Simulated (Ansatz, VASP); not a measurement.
**One calculation of Sb, two programs**

Contents of POSCAR:

```
Sb
1.0
    2.1706020527      1.2531976795      3.8710910875
   -2.1706020527      1.2531976795      3.8710910875
    0.0000000000     -2.5063953589      3.8710910875
Sb
2
Direct
    0.2313018333      0.2313018333      0.2313018333
    0.7686981667      0.7686981667      0.7686981667
```

Contents of INCAR.step1:

```
SYSTEM = Sb
PREC = Accurate
ENCUT = 520
ISMEAR = 1
SIGMA = 0.1
LREAL = .FALSE.
LASPH = .TRUE.
NELM = 60
NBANDS = 12
GGA = PE
ALGO = Normal
EDIFF = 1E-4
LWAVE = .TRUE.
LCHARG = .FALSE.
```

Contents of INCAR.step2:

```
SYSTEM = Sb
PREC = Accurate
ENCUT = 520
EDIFF = 1E-6
ISMEAR = 1
SIGMA = 0.1
LREAL = .FALSE.
LASPH = .TRUE.
NELM = 60
ALGO = Normal
ISIF = 2
LWAVE = .FALSE.
LCHARG = .FALSE.
METAGGA = R2SCAN
LMIXTAU = .TRUE.
NBANDS = 12
ISTART = 1
```

File KPOINTS:

```
Automatic mesh
0
G
  9 9 9
  0 0 0
```

Input for Ansatz:

```yaml
crystal:
  lattice:
    - [2.1706020527, 1.2531976795, 3.8710910875]
    - [-2.1706020527, 1.2531976795, 3.8710910875]
    - [0.0, -2.5063953589, 3.8710910875]
  atoms:
    - { symbol: Sb, position: [0.2313018333, 0.2313018333, 0.2313018333] }
    - { symbol: Sb, position: [0.7686981667, 0.7686981667, 0.7686981667] }
hamiltonian:
  xc: r2scan
  pseudopotentials:
    kind: paw
    azcp:
      Sb: "pseudopotentials/Sb.paw.azcp"
basis:
  ecutwfc: 500
  fft_grid_basis: typed
kpoints:
  mp_grid: { grid: [9, 9, 9], shift: [0, 0, 0] }
magnetization:
  spin_polarized: false
scf:
  occupations: { method: cold, width: 0.1 }
  lower_state_search: "off"
output:
  stress: true
  write_density: true
  write_potential: true
  elf: true
  volumetric_format: npy
```

Alike in both runs: task single point; functional r2SCAN; k mesh 9 × 9 × 9; no spin polarisation.

|  | VASP | Ansatz |
| --- | --- | --- |
| version | VASP 6.6.1 | Ansatz 0.2.0 |
| potentials or method | VASP PAW PBE potentials, release 64 (Sb), cutoff 520 eV | plane waves (500 eV) with PAW, scalar-relativistic |
| occupations | methfessel-paxton of order 1, width 0.1 eV | cold, width 0.1 eV |
| valence electrons in the cell | 10 | 30 |

```csv
,VASP,Ansatz,Ansatz less VASP
pressure (GPa),0.1,0.0,-0.11
"traceless stress, the component that is largest in VASP (GPa)",-0.10,-0.05,+0.048
```

VASP's potentials were made for PBE, not for r2SCAN. VASP's potentials hold 10 valence electrons a cell and Ansatz's 30, so a difference there can come from the potentials and not from the codes.

Spin-orbit coupling is off throughout.
